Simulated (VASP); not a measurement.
Hg2Se:

```xyz
3
Lattice="0.0000 3.3900 3.3900 3.3900 0.0000 3.3900 3.3900 3.3900 0.0000" Properties=species:S:1:pos:R:3 pbc="T T T"
Hg    1.6950    1.6950    1.6950
Hg    5.0850    5.0850    5.0850
Se    0.0000    0.0000    0.0000
```

```yaml
Program: VASP 6.6.1
Task: relaxation of cell and atoms
Functional: PBE
Potentials_or_basis: VASP PAW PBE potentials, release 64 (Hg, Se)
Cutoff: 600 eV
k_mesh: 12 × 12 × 12
Occupations: gaussian, width 0.1 eV
Spin: no spin polarisation
```

At the start: pressure 4.0 GPa; volume 25.97 Å³/atom.

Where does the relaxation end?

Over 3 steps the energy falls by 28.2 meV/atom and the volume is 28.44 Å³/atom (+9.5 %); space group Fm-3m (No. 225, to 0.05 Å).

The path:
```csv
step,energy change (eV),largest force (eV/Å),pressure (GPa),volume (Å³)
1,0.0000,0.0000,4.03,77.92
2,-0.0844,0.0000,-0.08,85.52
3,-0.0845,0.0000,0.00,85.32
```

Final structure:
```
CELL_PARAMETERS angstrom
0.00000 3.49413 3.49413
3.49413 0.00000 3.49413
3.49413 3.49413 0.00000
ATOMIC_POSITIONS crystal
Hg 0.25000 0.25000 0.25000
Hg 0.75000 0.75000 0.75000
Se 0.00000 0.00000 0.00000
```
